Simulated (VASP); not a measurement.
# NaH (Fm-3m) in VASP: further runs

NaH is run at these levels: PBEsol; tasks: relaxation of cell and atoms.

All numbers are computed with VASP 6.6.1; they aren't measurements. Logs are shortened: lines on timing, memory, paths and dates and some standing lists are left out, and cuts for length are marked.

**1. The cell of the first run**

It takes space group Fm-3m (No. 225, cubic). The conventional cell has a = 4.791 Å, b = 4.791 Å, c = 4.791 Å, α = 90.00°, β = 90.00°, γ = 90.00°. Within 3.2 Å of Na (site symmetry m-3m) lie 6 H at 2.40 Å. H (site symmetry m-3m) has 6 Na at 2.40 Å within 3.2 Å.

**2. Relaxation of cell and atoms, PBEsol, target pressure 2 GPa, at which the enthalpy is minimised**

File INCAR:

```
PREC     = Accurate       # precision mode
ENCUT    = 600            # plane-wave cutoff, eV
EDIFF    = 1E-7           # SCF threshold, eV
ISMEAR   = 0              # smearing method
SIGMA    = 0.01           # smearing width, eV
LREAL    = F              # projectors in reciprocal space
LASPH    = T              # aspherical terms in the spheres
NELM     = 60             # most SCF steps
ALGO     = Normal         # electronic algorithm
ISIF     = 3              # what is computed and relaxed
LWAVE    = F              # write WAVECAR
LCHARG   = F              # write CHGCAR
GGA      = PS             # functional
IBRION   = 2              # ionic algorithm
NSW      = 100            # ionic steps
EDIFFG   = -0.002         # ionic threshold
PSTRESS  = 20.0
```

File KPOINTS:

```
Automatic mesh
0
Gamma
  8 8 8
```

File POSCAR:

```
NaH
1.0
    2.3956768457      2.3956768457      0.0000000000
   -2.3956768457      2.3956768457      0.0000000000
    0.0000000000      2.3956768457      2.3956768457
Na H
1 1
Direct
    0.0000000000      0.0000000000      0.0000000000
    0.5000000000      0.5000000000      0.0000000000
```

Potentials or basis: VASP PAW PBE potentials, release 64 (Na_pv, H).

Command:

```sh
cat potpaw_PBE.64/Na_pv/POTCAR potpaw_PBE.64/H/POTCAR > POTCAR
mpirun -np 1 vasp_std > vasp.out
```

OUTCAR:

```text
PREC = Accurate
   ENCUT = 600
   EDIFF = 1E-7
   ISMEAR = 0
   LREAL = F
   LASPH = T
   NELM = 60
   ISIF = 3
   GGA = PS
   IBRION = 2
   NSW = 100
   EDIFFG = -0.002
   PSTRESS = 20.0

 ion  position               nearest neighbor table
   1  0.000  0.000  0.000-
   2  0.500  0.500  0.000-

  LATTYP: Found a face centered cubic cell.
 ALAT       =     4.7913536914

  Lattice vectors:

 A1 = (   0.0000000000,   2.3956768457,   2.3956768457)
 A2 = (   2.3956768457,   0.0000000000,   2.3956768457)
 A3 = (   2.3956768457,   2.3956768457,   0.0000000000)

Analysis of symmetry for initial positions (statically):
=====================================================================
 Subroutine PRICEL returns:
 Original cell was already a primitive cell.

 Routine SETGRP: Setting up the symmetry group for a
 face centered cubic supercell.

 Subroutine GETGRP returns: Found 48 space group operations
 (whereof 48 operations were pure point group operations)
 out of a pool of 48 trial point group operations.

The static configuration has the point symmetry O_h .

Analysis of symmetry for dynamics (positions and initial velocities):
=====================================================================
 Subroutine PRICEL returns:
 Original cell was already a primitive cell.

 Routine SETGRP: Setting up the symmetry group for a
 face centered cubic supercell.

 Subroutine GETGRP returns: Found 48 space group operations
 (whereof 48 operations were pure point group operations)
 out of a pool of 48 trial point group operations.

The dynamic configuration has the point symmetry O_h .

 Subroutine INISYM returns: Found 48 space group operations
 (whereof 48 operations are pure point group operations),
 and found     1 'primitive' translations

----------------------------------------------------------------------------------------

                                     Primitive cell

  volume of cell :      27.4989

  direct lattice vectors                    reciprocal lattice vectors
     2.395676846  2.395676846  0.000000000     0.208709284  0.208709284 -0.208709284
    -2.395676846  2.395676846  0.000000000    -0.208709284  0.208709284 -0.208709284
     0.000000000  2.395676846  2.395676846     0.000000000  0.000000000  0.417418569

  length of vectors
     3.387998686  3.387998686  3.387998686     0.361495085  0.361495085  0.417418569

  position of ions in fractional coordinates (direct lattice)
     0.000000000  0.000000000  0.000000000
     0.500000000  0.500000000  0.000000000

  ion indices of the primitive-cell ions
   primitive index   ion index
                 1           1
                 2           2

----------------------------------------------------------------------------------------

 KPOINTS: Automatic mesh

Automatic generation of k-mesh.
 Grid dimensions read from file:
 generate k-points for:    8    8    8

 Generating k-lattice:

  Cartesian coordinates                     Fractional coordinates (reciprocal lattice)
     0.026088661  0.026088661 -0.026088661     0.125000000  0.000000000  0.000000000
    -0.026088661  0.026088661 -0.026088661     0.000000000  0.125000000  0.000000000
     0.000000000  0.000000000  0.052177321     0.000000000  0.000000000  0.125000000

  Length of vectors
     0.045186886  0.045186886  0.052177321

  Shift w.r.t. Gamma in fractional coordinates (k-lattice)
     0.000000000  0.000000000  0.000000000

 Subroutine IBZKPT returns following result:
 ===========================================

 Found     29 irreducible k-points:

 Following reciprocal coordinates:
            Coordinates               Weight
  0.000000  0.000000  0.000000      1.000000
  0.125000  0.000000  0.000000      8.000000
  0.250000  0.000000  0.000000      8.000000
  0.375000  0.000000  0.000000      8.000000
  0.500000  0.000000  0.000000      4.000000
  0.125000  0.125000  0.000000     12.000000
[... 16 lines left out ...]
  0.375000  0.250000  0.125000     48.000000
  0.500000  0.250000  0.125000     24.000000
 [... further k-points ...]
   k-points           NKPTS =     29   k-points in BZ     NKDIM =     29   number of bands    NBANDS=      8
   number of dos      NEDOS =    301   number of ions     NIONS =      2
   total plane-waves  NPLWV =  21952
   dimension x,y,z NGX =    28 NGY =   28 NGZ =   28
   dimension x,y,z NGXF=    56 NGYF=   56 NGZF=   56
   ions per type =               1   1
   NGX,Y,Z   is equivalent  to a cutoff of  13.74, 13.74, 13.74 a.u.
   NGXF,Y,Z  is equivalent  to a cutoff of  27.48, 27.48, 27.48 a.u.
 SYSTEM =  unknown system
   PREC   = accura    normal or accurate (medium, high low for compatibility)
   ISTART =      0    job   : 0-new  1-cont  2-samecut
   ICHARG =      2    charge: 1-file 2-atom 10-const
   ISPIN  =      1    spin polarized calculation?
   LNONCOLLINEAR =      F non collinear calculations
   LSORBIT =      F    spin-orbit coupling
   LASPH  =      T    aspherical Exc in radial PAW
   ENCUT  =  600.0 eV  44.10 Ry    6.64 a.u.   6.77  6.77  6.77*2*pi/ulx,y,z
   NELM   =     60;   NELMIN=  2; NELMDL= -5     # of ELM steps
   EDIFF  = 0.1E-06   stopping-criterion for ELM
   LREAL  =      F    real-space projection
   EDIFFG = -.2E-02   stopping-criterion for IOM
   NSW    =    100    number of steps for IOM
   IBRION =      2    ionic relax: 0-MD 1-quasi-New 2-CG
   NFREE  =      1    steps in history (QN), initial steepest desc. (CG)
   ISIF   =      3    stress and relaxation
   ISYM   =      2    0-nonsym 1-usesym 2-fastsym
   POTIM  = 0.5000    time-step for ionic-motion
   TEBEG  =    0.0;   TEEND  =   0.0 temperature during run
   PSTRESS=   20.0 pullay stress
   NELECT =       8.0000    total number of electrons
   NUPDOWN=      -1.0000    fix difference up-down
   EMIN   =  10.00;   EMAX   =-10.00  energy-range for DOS
   EFERMI =   0.00;   METHOD = LEGACY
   ISMEAR =     0;   SIGMA  =   0.01  broadening in eV -4-tet -1-fermi 0-gaus
   EFERMI_NEDOS =   21; number of points for ismear=-14 and -15
   IALGO  =     38    algorithm
   IMIX   =      4    mixing-type and parameters
     AMIX     =   0.40;   BMIX     =  1.00
     AMIX_MAG =   1.60;   BMIX_MAG =  1.00
  volume/ion in A,a.u.               =      13.75        92.79
  Fermi-wavevector in a.u.,A,eV,Ry     =   1.084759  2.049897 16.010004  1.176702
  Thomas-Fermi vector in A             =   2.220857
   LORBIT       =      0    0 simple, 1 ext, 2 COOP (PROOUT), +10 PAW based schemes
   GGA     = PS    functional components
   LHFCALC =     F    Hartree Fock is set to
   AEXX    =    0.0000 exact exchange contribution
   IVDW    =     0    specifies the selected vdW correction
   LEPSILON=     F    determine dielectric tensor
   LRPA    =     F    only Hartree local field effects (RPA)
 conjugate gradient relaxation of ions
 non-spin polarized calculation
 Gauss-broadening in eV      SIGMA  =   0.01
  energy-cutoff  :      600.00
  volume of cell :       27.50
 maximum number of plane-waves:       941
   NGX = 13   NGY = 13   NGZ = 13

--------------------------------------- Ionic step        1  -------------------------------------------

 number of electron       7.9999992 magnetization

 Free energy of the ion-electron system (eV)
  ---------------------------------------------------
  ext. energy  EPLUGINS =         0.00000000
  ---------------------------------------------------
  free energy    TOTEN  =        -5.08621041 eV

  energy without entropy =       -5.08621041  energy(sigma->0) =       -5.08621041

------------------------ aborting loop because EDIFF is reached ----------------------------------------

  FORCE on cell =-STRESS in cart. coord.  units (eV):
  Direction    XX          YY          ZZ          XY          YZ          ZX
  --------------------------------------------------------------------------------------
  -------------------------------------------------------------------------------------
  Total        0.0045016      0.0045016      0.0045016     -0.0000000      0.0000000     -0.0000000
  in kB        0.2622758      0.2622758      0.2622758     -0.0000000      0.0000000     -0.0000000
  external PRESSURE =     -19.7377242 kB  Pullay stress =      20.0000000 kB
[... 99 lines left out ...]
  enthalpy is  TOTEN    =        -4.7552061298 eV   P V=        0.3218100767

--------------------------------------- Ionic step        4  -------------------------------------------

 number of electron       8.0000007 magnetization

 Free energy of the ion-electron system (eV)
  ---------------------------------------------------
  ext. energy  EPLUGINS =         0.00000000
  ---------------------------------------------------
  free energy    TOTEN  =        -5.07483096 eV

  energy without entropy =       -5.07483096  energy(sigma->0) =       -5.07483096

 E-fermi :  -0.6824     XC(G=0):  -8.2296

 val. band max:       -0.7659155073   @ k =   0.5000   0.5000   0.2500
 cond. band min:       2.9517026711   @ k =   0.5000   0.0000   0.0000
 fundamental gap:      3.7176181784
 Fermi energy:        -0.6824389929

 k-point     1 :       0.0000    0.0000    0.0000
  band No.  band energies     occupation
      1     -22.6075      2.00000
      2     -22.6075      2.00000
      3     -22.6075      2.00000
      4      -4.7770      2.00000
      5      10.5344      0.00000
      6      15.3640      0.00000
      7      15.3640      0.00000
      8      15.3640      0.00000
[... 243 lines left out ...]
 k-point    24 :       0.5000    0.2500    0.1250
  band No.  band energies     occupation
      1     -22.7210      2.00000
      2     -22.6563      2.00000
      3     -22.6338      2.00000
      4      -1.3037      2.00000
      5       3.7807      0.00000
      6       7.2414      0.00000
      7      10.7343      0.00000
      8      14.9658      0.00000

 [... further k-points ...]

------------------------ aborting loop because EDIFF is reached ----------------------------------------

  FORCE on cell =-STRESS in cart. coord.  units (eV):
  Direction    XX          YY          ZZ          XY          YZ          ZX
  --------------------------------------------------------------------------------------
  -------------------------------------------------------------------------------------
  Total        0.3202933      0.3202933      0.3202933     -0.0000000      0.0000000      0.0000000
  in kB       20.0498158     20.0498158     20.0498158     -0.0000000      0.0000000      0.0000000
  external PRESSURE =       0.0498158 kB  Pullay stress =      20.0000000 kB
[... 17 lines left out ...]
  FREE ENERGIE OF THE ION-ELECTRON SYSTEM (eV)
  ---------------------------------------------------
  free  energy   TOTEN  =        -5.0748309619 eV

  energy  without entropy=       -5.0748309619  energy(sigma->0) =       -5.07483096

  enthalpy is  TOTEN    =        -4.7553334359 eV   P V=        0.3194975260

 reached required accuracy - stopping structural energy minimisation
```

Run time: 48 s. Hardware: 1 thread of AMD EPYC 7R13, shared host; peak memory 0.12 GiB.

Results:

* Free energy: -5.0748 eV
* Relaxed volume: 12.80 Å³/atom
* Relaxed cell: a = 3.308 Å, b = 3.308 Å, c = 3.308 Å, α = 60.00°, β = 60.00°, γ = 90.00°
* Space group after relaxing (to 0.05 Å): Fm-3m (No. 225)
* Energy change on relaxing (the enthalpy is what falls): +5.7 meV/atom
* Ionic steps: 4
* Pressure after relaxing: 2.0 GPa
* Band gap on the k mesh: 3.72 eV, indirect (least direct gap 4.66 eV)

The path:
| step | energy change (eV) | largest force (eV/Å) | pressure (GPa) | volume (Å³) |
| --- | --- | --- | --- | --- |
| 1 | 0.0000 | 0.0000 | 0.03 | 27.50 |
| 2 | 0.0014 | 0.0000 | 0.65 | 26.83 |
| 3 | 0.0092 | 0.0000 | 1.79 | 25.78 |
| 4 | 0.0114 | 0.0000 | 2.00 | 25.59 |

Final structure:
```
Na H
1.0
     2.33905    2.33905    0.00000
    -2.33905    2.33905    0.00000
     0.00000    2.33905    2.33905
Na H
1 1
Direct
  0.00000 0.00000 0.00000
  0.50000 0.50000 0.00000
```

Caveat: the cell is relaxed towards a set pressure, so the enthalpy falls and the energy may rise; the PAW data sets were made with another functional, which shifts forces and pressure a little.

**3. Relaxation of cell and atoms, PBEsol, target pressure 4 GPa, at which the enthalpy is minimised**

File INCAR:

```
SYSTEM = NaH
PREC = Accurate
ENCUT = 600
EDIFF = 1E-7
ISMEAR = 0
SIGMA = 0.01
LREAL = .False.
LASPH = .True.
NELM = 100
ALGO = Normal
ISIF = 3
LWAVE = .False.
LCHARG = .False.
GGA = PS
IBRION = 2
NSW = 100
EDIFFG = -0.002
PSTRESS = 40.0
```

File KPOINTS:

```
regular mesh
0
Gamma
  8 8 8
  0 0 0
```

POSCAR is that of step 2.

Potentials or basis: VASP PAW PBE potentials, release 64 (Na_pv, H).

Command:

```sh
cat potpaw_PBE.64/Na_pv/POTCAR potpaw_PBE.64/H/POTCAR > POTCAR
mpirun -np 1 vasp_std > vasp.out
```

Wall time 98 s (1 thread of AMD EPYC 7R13, shared host); peak memory 0.12 GiB.

It converged, with:

```yaml
Free_energy: -5.0486 eV
Relaxed_volume: 12.08 Å³/atom
Relaxed_cell: a = 3.245 Å, b = 3.245 Å, c = 3.245 Å, α = 60.00°, β = 60.00°, γ = 90.00°
Space_group_after_relaxing_to_0.05_Å: Fm-3m (No. 225)
Energy_change_on_relaxing_the_enthalpy_is_what_falls: +18.8 meV/atom
Ionic_steps: 17
Pressure_after_relaxing: 4.0 GPa
Band_gap_on_the_k_mesh: 3.81 eV, indirect (least direct gap 4.78 eV)
```

The path:
```
step  energy change (eV)  largest force (eV/Å)  pressure (GPa)  volume (Å³)
   1              0.0000                0.0000            0.03        27.50
   2              0.0055                0.0000            1.33        26.16
   3              0.0308                0.0000            3.54        24.46
   4              0.0384                0.0000            4.04        24.14
   5              0.0368                0.0000            3.90        24.21
   6              0.0368                0.0000            3.93        24.21
   7              0.0368                0.0000            3.92        24.20
   8              0.0368                0.0000            3.95        24.20
   9              0.0368                0.0000            3.94        24.20
  10              0.0368                0.0000            3.94        24.20
  11              0.0368                0.0000            3.94        24.20
  12              0.0369                0.0000            3.94        24.20
  13              0.0369                0.0000            3.93        24.20
  14              0.0369                0.0000            3.93        24.20
  15              0.0370                0.0000            3.96        24.19
  16              0.0372                0.0000            3.97        24.19
  17              0.0377                0.0000            4.00        24.17
```

Final structure:
```cif
data_structure
_symmetry_space_group_name_H-M 'P 1'
_symmetry_Int_Tables_number 1
_cell_length_a 3.2454
_cell_length_b 3.2454
_cell_length_c 3.2454
_cell_angle_alpha 60.000
_cell_angle_beta 60.000
_cell_angle_gamma 90.000
_cell_volume 24.17
loop_
_atom_site_label
_atom_site_type_symbol
_atom_site_fract_x
_atom_site_fract_y
_atom_site_fract_z
_atom_site_occupancy
Na1 Na 0.00000 0.00000 0.00000 1
H1 H 0.50000 0.50000 0.00000 1
```

Levels at points of the mesh, in eV from the valence-band top:
```
           k point  band 2  band 3  band 4  band 5  band 6  band 7
(0.00, 0.00, 0.00)  -21.76  -21.76   -4.19   11.85   16.57   16.57
(0.50, 0.00, 0.00)  -21.78  -21.78   -0.97    3.81   11.73   14.21
(0.50, 0.50, 0.00)  -21.81  -21.81   -0.22    4.72   10.34   11.49
```

Caveat: the cell is relaxed towards a set pressure, so the enthalpy falls and the energy may rise; the PAW data sets were made with another functional, which shifts forces and pressure a little. A k mesh can miss the band edges.
